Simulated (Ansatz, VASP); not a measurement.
**Two plane-wave programs on BiH2**

The input INCAR:

```
SYSTEM = BiH2
  ALGO = Normal
  EDIFF = 1E-6
  ENCUT = 520
  GGA = PE
  ISIF = 2
  ISMEAR = 0
  LASPH = .True.
  LCHARG = .False.
  LREAL = .False.
  LWAVE = .False.
  NBANDS = 26
  NELM = 100
  PREC = Accurate
  SIGMA = 0.1
```

File KPOINTS:

```
k-points
0
Gamma
  4 4 6
  0 0 0
```

File POSCAR:

```
BiH2
1.0
    4.3836193402      0.0000000000      0.0000000000
    0.0000000000      5.3501735753      0.0000000000
    0.0000000000      0.0000000000      3.3399380222
Bi H
2 4
Direct
    0.0000000000      0.0000000000      0.0000000000
    0.5000000000      0.5000000000      0.5000000000
    0.2004000000      0.3787000000      0.0000000000
    0.7996000000      0.6213000000      0.0000000000
    0.7004000000      0.1213000000      0.5000000000
    0.2996000000      0.8787000000      0.5000000000
```

Input for Ansatz:

```yaml
crystal:
  lattice:
    - [4.3836193402, 0.0, 0.0]
    - [0.0, 5.3501735753, 0.0]
    - [0.0, 0.0, 3.3399380222]
  atoms:
    - { symbol: Bi, position: [0.0, 0.0, 0.0] }
    - { symbol: Bi, position: [0.5, 0.5, 0.5] }
    - { symbol: H, position: [0.2004, 0.3787, 0.0] }
    - { symbol: H, position: [0.7996, 0.6213, 0.0] }
    - { symbol: H, position: [0.7004, 0.1213, 0.5] }
    - { symbol: H, position: [0.2996, 0.8787, 0.5] }
basis:
  ecutwfc: 420
kpoints:
  mp_grid: { grid: [4, 4, 6] }
hamiltonian:
  xc: pbe
scf:
  occupations: { method: gaussian, width: 0.1 }
  lower_state_search: "off"
output:
  forces: true
  stress: true
  eigenvalues: true
```

Alike in both runs: task single point; functional PBE; k mesh 4 × 4 × 6; occupations gaussian, width 0.1 eV; no spin polarisation.

```csv
,VASP,Ansatz
version,VASP 6.6.1,Ansatz 0.2.0
potentials or method,"VASP PAW PBE potentials, release 64 (Bi_d, H), cutoff 520 eV","scalar-relativistic, plane waves, PAW"
valence electrons in the cell,34,34
```

Ansatz gave:

| Property | Result |
| --- | --- |
| gap on the k mesh at the Fermi level (eV) | none |
| pressure (GPa) | 7.0 |
| traceless stress, the component that is largest in VASP (GPa) | 5.38 |
| rms of the force components (eV/Å) | 0.118 |

Task: Which values does VASP return?

Result: gap on the k mesh at the Fermi level (eV): none; pressure (GPa): 6.9; traceless stress, the component that is largest in VASP (GPa): 5.38; rms of the force components (eV/Å): 0.118.

Atom by atom the forces differ by 0.000 eV/Å (rms over components). A gap of «none» marks a metal or a gap that the smearing closes.

Spin-orbit coupling is off throughout.
